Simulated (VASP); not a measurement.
The system is KBr.

```
K Br
1.0
     0.00000    3.68830    3.81186
     3.68830    0.00000    3.81186
     3.68830    3.68830    0.00000
K Br
1 1
Direct
  0.00000 0.00000 0.00000
  0.25000 0.25000 0.25000
```

This cell differs from its parent crystal: uniaxial z strain +3.4%.

Base run:

```yaml
Program: VASP 6.6.1
Functional: PBE
Potentials_or_basis: VASP PAW PBE potentials, release 64 (K_sv, Br)
Cutoff: 520 eV
k_mesh: 6 × 6 × 6
Occupations: fermi-dirac, width 0.02 eV
Spin: no spin polarisation
```

Its results: band gap on the k mesh 4.21 eV, indirect (least direct gap 4.23 eV); pressure 0.0 GPa.

The run is repeated on the same cell with these changes: functional from PBE to r2SCAN; occupations from fermi-dirac, width 0.02 eV to gaussian, width 0.01 eV. What comes out?

Band gap on the k mesh 4.78 eV, indirect (least direct gap 4.80 eV); pressure -0.3 GPa.

Caveats: the PAW data sets were made with another functional, which shifts forces and pressure a little (some runs).

A k mesh can miss the band edges.
